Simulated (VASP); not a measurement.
# Ba (Fm-3m) in VASP: notebook, part 2 of 2

VASP 6.6.1. Earlier steps stand in the parts before.

## Step 4: Relaxation of cell and atoms, PBEsol

This run uses another cell than the first one, of 67.56 Å³/atom, 1.134 times its volume.

The input, INCAR:

```
PREC     = Accurate       # precision mode
ENCUT    = 600            # plane-wave cutoff, eV
EDIFF    = 1E-7           # SCF threshold, eV
ISMEAR   = -1             # smearing method
SIGMA    = 0.05           # smearing width, eV
LREAL    = False          # projectors in reciprocal space
LASPH    = True           # aspherical terms in the spheres
NELM     = 100            # most SCF steps
ALGO     = Normal         # electronic algorithm
ISIF     = 3              # what is computed and relaxed
LWAVE    = False          # write WAVECAR
LCHARG   = False          # write CHGCAR
GGA      = PS             # functional
IBRION   = 2              # ionic algorithm
NSW      = 60             # ionic steps
EDIFFG   = -0.01          # ionic threshold
```

The input, KPOINTS:

```
Automatic mesh
0
Gamma
  7 7 7
```

The input, POSCAR:

```
Ba
1.0
    0.0000000000      3.2326650028      3.2326650028
    3.2326650028      0.0000000000      3.2326650028
    3.2326650028      3.2326650028      0.0000000000
Ba
1
Direct
    0.0000000000      0.0000000000      0.0000000000
```

The run is started by

```
$ cat potpaw_PBE.64/Ba_sv/POTCAR > POTCAR
$ mpirun -np 1 vasp_std > vasp.out
```

It took 49 s on 1 thread of Intel Xeon 6975P-C (Granite Rapids), shared host; peak memory 0.24 GiB.

The run converged. Its results:

* Free energy: -2.1346 eV
* Relaxed volume: 60.02 Å³/atom
* Relaxed cell: a = 4.395 Å, b = 4.395 Å, c = 4.395 Å, α = 60.00°, β = 60.00°, γ = 60.00°
* Space group after relaxing (to 0.05 Å): Fm-3m (No. 225)
* Energy gained by relaxing: 23.0 meV/atom
* Ionic steps: 4
* Pressure after relaxing: 0.0 GPa
* Band gap on the k mesh: zero (band 5 reaches 1.67 eV, above the bottom of band 6 at 1.56 eV)

The path:
| step | energy change (eV) | largest force (eV/Å) | pressure (GPa) | volume (Å³) |
| --- | --- | --- | --- | --- |
| 1 | 0.0000 | 0.0000 | -0.92 | 67.56 |
| 2 | -0.0168 | 0.0000 | -0.51 | 63.83 |
| 3 | -0.0229 | 0.0000 | -0.08 | 60.59 |
| 4 | -0.0230 | 0.0000 | 0.00 | 60.02 |

Final structure:
```yaml
crystal:
  lattice:
    - [0.00000, 3.10761, 3.10761]
    - [3.10761, 0.00000, 3.10761]
    - [3.10761, 3.10761, 0.00000]
  atoms:
    - { symbol: Ba, position: [0.00000, 0.00000, 0.00000] }
```

Levels at points of the mesh, in eV from the Fermi level:
| k point | band 3 | band 4 | band 5 | band 6 | band 7 | band 8 |
| --- | --- | --- | --- | --- | --- | --- |
| (0.00, 0.00, 0.00) | -13.65 | -13.65 | -2.79 | 1.85 | 1.85 | 1.85 |

Caveat: the PAW data sets were made with another functional, which shifts forces and pressure a little; spin-orbit coupling is left out, which moves the levels of the heavy elements.

## Step 5: Relaxation of cell and atoms, PBEsol, target pressure 2 GPa, at which the enthalpy is minimised

This run uses another cell than the first one, of 67.56 Å³/atom, 1.134 times its volume.

The input, INCAR:

```
SYSTEM = Ba
ALGO     = Normal         ! electronic algorithm
EDIFF    = 1E-6           ! SCF threshold, eV
EDIFFG   = -0.01          ! ionic threshold
ENCUT    = 600            ! plane-wave cutoff, eV
GGA      = PS             ! functional
IBRION   = 2              ! ionic algorithm
ISIF     = 3              ! what is computed and relaxed
ISMEAR   = -1             ! smearing method
LASPH    = .TRUE.         ! aspherical terms in the spheres
LCHARG   = .FALSE.        ! write CHGCAR
LREAL    = .FALSE.        ! projectors in reciprocal space
LWAVE    = .FALSE.        ! write WAVECAR
NELM     = 100            ! most SCF steps
NSW      = 60             ! ionic steps
PREC     = Accurate       ! precision mode
PSTRESS  = 20.0         
SIGMA    = 0.05           ! smearing width, eV
```

The input, KPOINTS:

```
k-points
0
G
  7 7 7
  0 0 0
```

POSCAR is that of step 4.

The run is started by

```
$ cat potpaw_PBE.64/Ba_sv/POTCAR > POTCAR
$ mpirun -np 1 vasp_std > vasp.out
```

Run time: 1.7 min. Hardware: 1 thread of Intel Xeon 6975P-C (Granite Rapids), shared host; peak memory 0.25 GiB.

The run converged. Its results:

| Quantity | Value |
| --- | --- |
| Free energy | -2.0754 eV |
| Relaxed volume | 49.13 Å³/atom |
| Relaxed cell | a = 4.111 Å, b = 4.111 Å, c = 4.111 Å, α = 60.00°, β = 60.00°, γ = 60.00° |
| Space group after relaxing (to 0.05 Å) | Fm-3m (No. 225) |
| Energy change on relaxing (the enthalpy is what falls) | +36.2 meV/atom |
| Ionic steps | 18 |
| Pressure after relaxing | 2.0 GPa |
| Band gap on the k mesh | zero (band 5 reaches 2.57 eV, above the bottom of band 6 at 2.06 eV) |

Step by step:
```csv
step,energy change (eV),largest force (eV/Å),pressure (GPa),volume (Å³)
1,0.0000,0.0000,-0.92,67.56
2,-0.0165,0.0000,0.55,56.23
3,0.0230,0.0000,1.67,50.29
4,0.0397,0.0000,2.04,48.85
5,0.0355,0.0000,1.96,49.19
6,0.0355,0.0000,1.95,49.19
7,0.0356,0.0000,1.94,49.18
8,0.0356,0.0000,1.96,49.18
9,0.0356,0.0000,1.96,49.18
10,0.0356,0.0000,1.96,49.18
11,0.0356,0.0000,1.96,49.18
12,0.0356,0.0000,1.96,49.18
13,0.0356,0.0000,1.95,49.18
14,0.0356,0.0000,1.95,49.18
15,0.0357,0.0000,1.94,49.18
16,0.0357,0.0000,1.93,49.17
17,0.0359,0.0000,1.96,49.16
18,0.0362,0.0000,1.97,49.13
```

Final structure:
```xyz
1
Lattice="0.0000 2.9071 2.9071 2.9071 0.0000 2.9071 2.9071 2.9071 0.0000" Properties=species:S:1:pos:R:3 pbc="T T T"
Ba    0.0000    0.0000    0.0000
```

Levels at points of the mesh, in eV from the Fermi level:
```tsv
k point	band 1	band 2	band 3	band 4	band 5	band 6	band 7	band 8	band 9
(0.00, 0.00, 0.00)	-28.50	-13.21	-13.21	-13.21	-2.84	2.02	2.02	2.02	4.11
```

Caveat: the cell is relaxed towards a set pressure, so the enthalpy falls and the energy may rise; the volume moved by over 15 % at a fixed basis, so the end points are rough; the PAW data sets were made with another functional, which shifts forces and pressure a little; spin-orbit coupling is left out, which moves the levels of the heavy elements.

## Step 6: The runs side by side

| task | cell | cutoff (eV) | gap on the mesh (eV) | pressure (GPa) |
| --- | --- | --- | --- | --- |
| single point | a = 4.385 Å, angles 60.0°, 1 atom | 520 | none | 0.1 |
| single point | a = 4.572 Å, angles 60.0°, 1 atom | 520 | none | -0.9 |
| relaxation of cell and atoms | relaxed from a = 4.572 Å, angles 60.0°, 1 atom | 600 | none | 0.0 |
| relaxation of cell and atoms | relaxed to 2 GPa from a = 4.572 Å, angles 60.0°, 1 atom | 600 | none | 2.0 |

Alike in all rows: level PBEsol; potentials or basis VASP PAW PBE potentials, release 64 (Ba_sv); no spin polarisation; k mesh 7 × 7 × 7; smearing fermi-dirac 0.05 eV.

Caveats: the PAW data sets were made with another functional, which shifts forces and pressure a little; spin-orbit coupling is left out, which moves the levels of the heavy elements; the cell is relaxed towards a set pressure, so the enthalpy falls and the energy may rise (some runs); the volume moved by over 15 % at a fixed basis, so the end points are rough (some runs).

Total energies depend on the potentials used, so only differences within one code and one set of settings carry meaning.
